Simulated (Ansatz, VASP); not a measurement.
Si3N4: VASP beside Ansatz

```
Si N
1.0
     4.04645    0.00000    0.00000
     0.00000    4.04645    0.00000
     0.00000    0.00000    4.04645
Si N
3 4
Direct
  0.00000 0.00000 0.50000
  0.50000 0.00000 0.00000
  0.00000 0.50000 0.00000
  0.23952 0.23952 0.76048
  0.76048 0.76048 0.76048
  0.23952 0.76048 0.23952
  0.76048 0.23952 0.23952
```

Alike in both runs: task single point; functional PBE; k mesh 7 × 7 × 7; occupations fermi-dirac, width 0.05 eV; no spin polarisation.

|  | VASP | Ansatz |
| --- | --- | --- |
| version | VASP 6.6.1 | Ansatz 0.2.0 |
| potentials or method | VASP PAW PBE potentials, release 64 (Si, N) | Ansatz PAW |
| plane-wave cutoff (eV) | 520 | 420 |
| valence electrons in the cell | 32 | 32 |

```tsv
	VASP	Ansatz	Ansatz less VASP
gap on the k mesh at the Fermi level (eV)	2.81	2.82	+0.012
least direct gap on the mesh (eV)	3.00	3.01	+0.012
pressure (GPa)	16.6	16.8	+0.25
rms of the force components (eV/Å)	0.249	0.257	+0.0085
```

Atom by atom the forces differ by 0.009 eV/Å (rms over components). The functional is the same, so the differences come from potentials, cutoffs and numerics.

Noted on Ansatz's run: odd divisions of the mesh miss points on the zone boundary, where band edges often lie, so the gap on the mesh can be too wide.
